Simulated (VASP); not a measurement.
# V (Im-3m) in VASP: settings compared

The runs below take V through single point, with BLYP, PBE+D4, HSE06, PBE.

Everything below comes from runs of VASP 6.6.1. Logs are shortened: lines on timing, memory, paths and dates and some standing lists are left out, and cuts for length are marked.

## 1. The cell of the first run

Symmetry: Im-3m, No. 229, cubic system. The conventional cell has a = 3.026 Å, b = 3.026 Å, c = 3.026 Å, α = 90.00°, β = 90.00°, γ = 90.00°. V (site symmetry m-3m) has 14 V at 2.62 to 3.03 Å within 3.5 Å.

## 2. Single point, BLYP, collinear spin, ferromagnetic start

The input, INCAR:

```
AGGAC = 1.0 ; AGGAX = 1.0
ALDAC = 0.0 ; ALDAX = 1.0
ALGO = Normal ; EDIFF = 1E-6
ENCUT = 520 ; GGA = B5
ISIF = 2 ; ISMEAR = 0
ISPIN = 2 ; LASPH = T
LCHARG = T ; LELF = T
LMAXMIX = 4 ; LORBIT = 11
LREAL = F ; LVHAR = T
LWAVE = F ; MAGMOM = 0.51
NBANDS = 16 ; NELECT = 11.0
NELM = 150 ; PREC = Accurate
SIGMA = 0.1
```

The input, KPOINTS:

```
k-points
0
Gamma
  6 6 6
```

The input, POSCAR:

```
V
1.0
   -1.5130000000      1.5130000000      1.5130000000
    1.5130000000     -1.5130000000      1.5130000000
    1.5130000000      1.5130000000     -1.5130000000
V
1
Direct
    0.0000000000      0.0000000000      0.0000000000
```

Potentials or basis: VASP PAW PBE potentials, release 64 (V_sv).

Run with:

```sh
cat potpaw_PBE.64/V_sv/POTCAR > POTCAR
mpirun -np 1 vasp_std > vasp.out
```

OUTCAR:

```text
EDIFF = 1E-6
   ENCUT = 520
   GGA = B5
   ISIF = 2
   ISMEAR = 0
   ISPIN = 2
   LASPH = T
   LORBIT = 11
   LREAL = F
   NELECT = 11.0
   NELM = 150
   PREC = Accurate

 ion  position               nearest neighbor table
   1  0.000  0.000  0.000-

  LATTYP: Found a body centered cubic cell.
 ALAT       =     3.0260000000

  Lattice vectors:

 A1 = (  -1.5130000000,   1.5130000000,   1.5130000000)
 A2 = (   1.5130000000,  -1.5130000000,   1.5130000000)
 A3 = (   1.5130000000,   1.5130000000,  -1.5130000000)

Analysis of symmetry for initial positions (statically):
=====================================================================
 Subroutine PRICEL returns:
 Original cell was already a primitive cell.

 Routine SETGRP: Setting up the symmetry group for a
 body centered cubic supercell.

 Subroutine GETGRP returns: Found 48 space group operations
 (whereof 48 operations were pure point group operations)
 out of a pool of 48 trial point group operations.

The static configuration has the point symmetry O_h .

Analysis of symmetry for dynamics (positions and initial velocities):
=====================================================================
 Subroutine PRICEL returns:
 Original cell was already a primitive cell.

 Routine SETGRP: Setting up the symmetry group for a
 body centered cubic supercell.

 Subroutine GETGRP returns: Found 48 space group operations
 (whereof 48 operations were pure point group operations)
 out of a pool of 48 trial point group operations.

The dynamic configuration has the point symmetry O_h .

Analysis of structural, dynamic, and magnetic symmetry:
=====================================================================
 Subroutine PRICEL returns:
 Original cell was already a primitive cell.

 Routine SETGRP: Setting up the symmetry group for a
 body centered cubic supercell.

 Subroutine GETGRP returns: Found 48 space group operations
 (whereof 48 operations were pure point group operations)
 out of a pool of 48 trial point group operations.

The overall configuration has the point symmetry O_h .

 Subroutine INISYM returns: Found 48 space group operations
 (whereof 48 operations are pure point group operations),
 and found     1 'primitive' translations

----------------------------------------------------------------------------------------

                                     Primitive cell

  volume of cell :      13.8541

  direct lattice vectors                    reciprocal lattice vectors
    -1.513000000  1.513000000  1.513000000     0.000000000  0.330469266  0.330469266
     1.513000000 -1.513000000  1.513000000     0.330469266  0.000000000  0.330469266
     1.513000000  1.513000000 -1.513000000     0.330469266  0.330469266  0.000000000

  length of vectors
     2.620592872  2.620592872  2.620592872     0.467354118  0.467354118  0.467354118

  position of ions in fractional coordinates (direct lattice)
     0.000000000  0.000000000  0.000000000

  ion indices of the primitive-cell ions
   primitive index   ion index
                 1           1

----------------------------------------------------------------------------------------

 KPOINTS: k-points

Automatic generation of k-mesh.
 Grid dimensions read from file:
 generate k-points for:    6    6    6

 Generating k-lattice:

  Cartesian coordinates                     Fractional coordinates (reciprocal lattice)
     0.000000000  0.055078211  0.055078211     0.166666667  0.000000000  0.000000000
     0.055078211  0.000000000  0.055078211     0.000000000  0.166666667  0.000000000
     0.055078211  0.055078211  0.000000000     0.000000000  0.000000000  0.166666667

  Length of vectors
     0.077892353  0.077892353  0.077892353

  Shift w.r.t. Gamma in fractional coordinates (k-lattice)
     0.000000000  0.000000000  0.000000000

 Subroutine IBZKPT returns following result:
 ===========================================

 Found     16 irreducible k-points:

 Following reciprocal coordinates:
            Coordinates               Weight
  0.000000  0.000000  0.000000      1.000000
  0.166667  0.000000  0.000000     12.000000
  0.333333  0.000000  0.000000     12.000000
  0.500000  0.000000  0.000000      6.000000
  0.166667  0.166667  0.000000     24.000000
  0.333333  0.166667  0.000000     48.000000
[... 8 lines left out ...]
  0.500000  0.500000  0.333333     12.000000
  0.500000  0.500000  0.500000      1.000000
   k-points           NKPTS =     16   k-points in BZ     NKDIM =     16   number of bands    NBANDS=     16
   number of dos      NEDOS =    301   number of ions     NIONS =      1
   total plane-waves  NPLWV =   8000
   dimension x,y,z NGX =    20 NGY =   20 NGZ =   20
   dimension x,y,z NGXF=    40 NGYF=   40 NGZF=   40
   ions per type =               1
   NGX,Y,Z   is equivalent  to a cutoff of  12.69, 12.69, 12.69 a.u.
   NGXF,Y,Z  is equivalent  to a cutoff of  25.38, 25.38, 25.38 a.u.
 SYSTEM =  unknown system
   PREC   = accura    normal or accurate (medium, high low for compatibility)
   ISTART =      0    job   : 0-new  1-cont  2-samecut
   ICHARG =      2    charge: 1-file 2-atom 10-const
   ISPIN  =      2    spin polarized calculation?
   LNONCOLLINEAR =      F non collinear calculations
   LSORBIT =      F    spin-orbit coupling
   LASPH  =      T    aspherical Exc in radial PAW
   ENCUT  =  520.0 eV  38.22 Ry    6.18 a.u.   4.87  4.87  4.87*2*pi/ulx,y,z
   NELM   =    150;   NELMIN=  2; NELMDL= -5     # of ELM steps
   EDIFF  = 0.1E-05   stopping-criterion for ELM
   LREAL  =      F    real-space projection
   EDIFFG = 0.1E-04   stopping-criterion for IOM
   NSW    =      0    number of steps for IOM
   IBRION =     -1    ionic relax: 0-MD 1-quasi-New 2-CG
   NFREE  =      0    steps in history (QN), initial steepest desc. (CG)
   ISIF   =      2    stress and relaxation
   ISYM   =      2    0-nonsym 1-usesym 2-fastsym
   POTIM  = 0.5000    time-step for ionic-motion
   TEBEG  =    0.0;   TEEND  =   0.0 temperature during run
   PSTRESS=    0.0 pullay stress
   NELECT =      11.0000    total number of electrons
   NUPDOWN=      -1.0000    fix difference up-down
   EMIN   =  10.00;   EMAX   =-10.00  energy-range for DOS
   EFERMI =   0.00;   METHOD = LEGACY
   ISMEAR =     0;   SIGMA  =   0.10  broadening in eV -4-tet -1-fermi 0-gaus
   EFERMI_NEDOS =   21; number of points for ismear=-14 and -15
   IALGO  =     38    algorithm
   IMIX   =      4    mixing-type and parameters
     AMIX     =   0.40;   BMIX     =  1.00
     AMIX_MAG =   1.60;   BMIX_MAG =  1.00
  volume/ion in A,a.u.               =      13.85        93.49
  Fermi-wavevector in a.u.,A,eV,Ry     =   1.515933  2.864699 31.266926  2.298054
  Thomas-Fermi vector in A             =   2.625391
   LORBIT       =     11    0 simple, 1 ext, 2 COOP (PROOUT), +10 PAW based schemes
   GGA     = B5    functional components
   LHFCALC =     F    Hartree Fock is set to
   AEXX    =    0.0000 exact exchange contribution
   IVDW    =     0    specifies the selected vdW correction
   LEPSILON=     F    determine dielectric tensor
   LRPA    =     F    only Hartree local field effects (RPA)
 spin polarized calculation
 Gauss-broadening in eV      SIGMA  =   0.10
  energy-cutoff  :      520.00
  volume of cell :       13.85
 maximum number of plane-waves:       384
   NGX =  9   NGY =  9   NGZ =  9

 number of electron      10.9999996 magnetization       0.1915695

 Free energy of the ion-electron system (eV)
  ---------------------------------------------------
  ext. energy  EPLUGINS =         0.00000000
  ---------------------------------------------------
  free energy    TOTEN  =       -26.39196899 eV

  energy without entropy =      -26.38052536  energy(sigma->0) =      -26.38624717

 E-fermi :   8.4893     XC(G=0): -10.6521

 val. band max:        8.4868056327   @ k =   0.3333   0.1667   0.0000
 cond. band min:       8.5443604956   @ k =   0.3333   0.0000   0.0000
 fundamental gap:      0.0575548629
 Fermi energy:         8.4892667373

 spin component 1

 k-point     1 :       0.0000    0.0000    0.0000
  band No.  band energies     occupation
      1     -55.7781      1.00000
      2     -29.3150      1.00000
      3     -29.3150      1.00000
      4     -29.3150      1.00000
      5       5.2301      1.00000
      6       9.1363      0.00000
[... 8 lines left out ...]
     15      39.0708      0.00000
     16      41.6232      0.00000

 k-point     2 :       0.1667    0.0000    0.0000
  band No.  band energies     occupation
      1     -55.7414      1.00000
      2     -29.4837      1.00000
      3     -29.3695      1.00000
      4     -29.3154      1.00000
      5       6.2118      1.00000
      6       8.8541      0.00000
[... 8 lines left out ...]
     15      37.5694      0.00000
     16      37.6885      0.00000
[... 234 lines left out ...]
      4     -29.6664      1.00000
      5       7.5076      1.00000
      6       7.6665      1.00000
[... 8 lines left out ...]
     15      34.6517      0.00000
     16      41.8743      0.00000

 k-point    16 :       0.5000    0.5000    0.5000
  band No.  band energies     occupation
      1     -55.5246      1.00000
      2     -29.7799      1.00000
      3     -29.7799      1.00000
      4     -29.7799      1.00000
      5       7.0856      1.00000
      6       7.0856      1.00000
[... 8 lines left out ...]
     15      31.6873      0.00000
     16      43.2124      0.00000
 Fermi energy:         8.4892667373

 spin component 2

 k-point     1 :       0.0000    0.0000    0.0000
  band No.  band energies     occupation
      1     -55.5977      1.00000
      2     -29.1376      1.00000
      3     -29.1376      1.00000
      4     -29.1376      1.00000
      5       5.3049      1.00000
      6       9.3629      0.00000
[... 8 lines left out ...]
     15      39.0271      0.00000
     16      41.8256      0.00000

 k-point     2 :       0.1667    0.0000    0.0000
  band No.  band energies     occupation
      1     -55.5609      1.00000
      2     -29.3066      1.00000
      3     -29.1920      1.00000
      4     -29.1381      1.00000
      5       6.2899      1.00000
      6       9.0771      0.00000
[... 8 lines left out ...]
     15      37.6854      0.00000
     16      37.7067      0.00000
[... 235 lines left out ...]
      5       7.5698      1.00000
      6       7.7274      1.00000
[... 8 lines left out ...]
     15      34.6979      0.00000
     16      42.0817      0.00000

 k-point    16 :       0.5000    0.5000    0.5000
  band No.  band energies     occupation
      1     -55.3439      1.00000
      2     -29.6021      1.00000
      3     -29.6021      1.00000
      4     -29.6021      1.00000
      5       7.1438      1.00000
      6       7.1438      1.00000
[... 8 lines left out ...]
     15      31.7212      0.00000
     16      43.4506      0.00000

------------------------ aborting loop because EDIFF is reached ----------------------------------------

  FORCE on cell =-STRESS in cart. coord.  units (eV):
  Direction    XX          YY          ZZ          XY          YZ          ZX
  --------------------------------------------------------------------------------------
  -------------------------------------------------------------------------------------
  Total      -23.7921493    -23.7921493    -23.7921493      0.0000000      0.0000000     -0.0000000
  in kB    -2751.4871100  -2751.4871100  -2751.4871100      0.0000000      0.0000000     -0.0000000
  external PRESSURE =   -2751.4871100 kB  Pullay stress =       0.0000000 kB

 VOLUME and BASIS-vectors are now :
 -----------------------------------------------------------------------------
  energy-cutoff  :      520.00
  volume of cell :       13.85
      direct lattice vectors                 reciprocal lattice vectors
    -1.513000000  1.513000000  1.513000000     0.000000000  0.330469266  0.330469266
     1.513000000 -1.513000000  1.513000000     0.330469266  0.000000000  0.330469266
     1.513000000  1.513000000 -1.513000000     0.330469266  0.330469266  0.000000000

 POSITION                                       TOTAL-FORCE (eV/Angst)
 -----------------------------------------------------------------------------------
      0.00000      0.00000      0.00000         0.000000     -0.000000      0.000000
 -----------------------------------------------------------------------------------
    total drift:                                0.000000      0.000000      0.000000

  FREE ENERGIE OF THE ION-ELECTRON SYSTEM (eV)
  ---------------------------------------------------
  free  energy   TOTEN  =       -26.3919689897 eV

  energy  without entropy=      -26.3805253592  energy(sigma->0) =      -26.38624717

 total charge

# of ion       s       p       d       tot
------------------------------------------
    1        2.242   5.999   2.058  10.298

 magnetization (x)

# of ion       s       p       d       tot
------------------------------------------
    1       -0.001   0.002   0.174   0.175
```

Run time: 9.8 s. Hardware: 1 thread of Intel Xeon 6975P-C (Granite Rapids), shared host; peak memory 0.13 GiB.

What came out:

* Free energy: -26.3920 eV
* Net moment: 0.19 μB per cell
* Site moments: V +0.17 μB
* Valence electrons inside the program's atomic spheres: V 10.30

Caveat: the k points lie up to 0.49 Å⁻¹ apart; the cell carries a net charge on a neutralising background, which shifts energy and pressure; the cell is charged against a uniform background, so pressure and absolute levels hang on convention; the PAW data sets were made with another functional, which shifts forces and pressure a little.

(Continued in part 2 of 2.)
